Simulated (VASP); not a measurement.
Crystal: SiNi.

```xyz
4
Lattice="3.0266 0.0000 0.0000 0.0000 3.2735 0.0000 0.0000 0.0000 4.6978" Properties=species:S:1:pos:R:3 pbc="T T T"
Ni    1.5133    1.6367    1.6171
Ni    0.0000    0.0000    3.0807
Si    1.5133    1.6367    3.9569
Si    0.0000    0.0000    0.7408
```

Base run:

| Quantity | Value |
| --- | --- |
| Program | VASP 6.6.1 |
| Functional | PBE |
| Potentials or basis | VASP PAW PBE potentials, release 64 (Ni, Si) |
| Cutoff | 520 eV |
| k mesh | 9 × 9 × 6 |
| Occupations | gaussian, width 0.05 eV |
| Spin | no spin polarisation |

Its results: band gap on the k mesh zero (band 14 reaches 13.19 eV, above the bottom of band 15 at 10.90 eV); pressure 1.3 GPa; largest force 0.123 eV/Å.

**Question.** The run is repeated on the same cell with these changes: potentials or basis from VASP PAW PBE potentials, release 64 (Ni, Si) to VASP PAW PBE potentials, release 64 (Ni_sv_GW, Si); cutoff from 520 eV to 590 eV; further incar settings from ALGO = Normal; EDIFF = 1e-07; NBANDS = 22 to ALGO = Normal; EDIFF = 1e-06; NBANDS = 30; valence electrons from 28 to 44. What comes out?

**Answer.** Band gap on the k mesh zero (band 22 reaches 12.44 eV, above the bottom of band 23 at 10.20 eV); pressure -1.0 GPa; largest force 0.123 eV/Å.
